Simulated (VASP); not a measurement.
A run of VASP 6.6.1 is set up as follows.

File INCAR:

```
PREC = Accurate
ENCUT = 600
EDIFF = 1E-6
ISMEAR = 0
SIGMA = 0.1
LREAL = False
LASPH = True
NELM = 100
ALGO = Normal
ISIF = 3
LWAVE = False
LCHARG = False
GGA = PE
IBRION = 2
NSW = 100
EDIFFG = -0.01
```

Contents of KPOINTS:

```
Automatic mesh
0
Gamma
  8 8 8
```

POSCAR

```
Ag3SF
1.0
    4.5893445689      0.0000000000      0.0000000000
    0.0000000000      4.5893445689      0.0000000000
    0.0000000000      0.0000000000      4.5893445689
Ag S F
3 1 1
Direct
    0.0000000000      0.5000000000      0.5000000000
    0.5000000000      0.0000000000      0.5000000000
    0.5000000000      0.5000000000      0.0000000000
    0.0000000000      0.0000000000      0.0000000000
    0.5000000000      0.5000000000      0.5000000000
```

Potentials or basis: VASP PAW PBE potentials, release 64 (Ag, S, F).

Run with:

```bash
$ cat potpaw_PBE.64/Ag/POTCAR potpaw_PBE.64/S/POTCAR potpaw_PBE.64/F/POTCAR > POTCAR
$ mpirun -np 1 vasp_std > vasp.out
```

Problem. Predict the space group after relaxing (to 0.1 Å).

Solution. Pm-3m (No. 221).

Problem. What does it give for the relaxed cell?

Solution. a = 4.577 Å, b = 4.577 Å, c = 4.577 Å, α = 90.00°, β = 90.00°, γ = 90.00°.

Problem. Estimate the band gap on the k mesh.

Solution. Zero (bands 23 and 24 overlap by 1.43 eV).

Problem. What does it give for the relaxed volume?

Solution. 19.17 Å³/atom.

Final structure:
```
CELL_PARAMETERS angstrom
4.57677 0.00000 0.00000
0.00000 4.57677 0.00000
0.00000 0.00000 4.57677
ATOMIC_POSITIONS crystal
Ag 0.00000 0.50000 0.50000
Ag 0.50000 0.00000 0.50000
Ag 0.50000 0.50000 0.00000
S 0.00000 0.00000 0.00000
F 0.50000 0.50000 0.50000
```
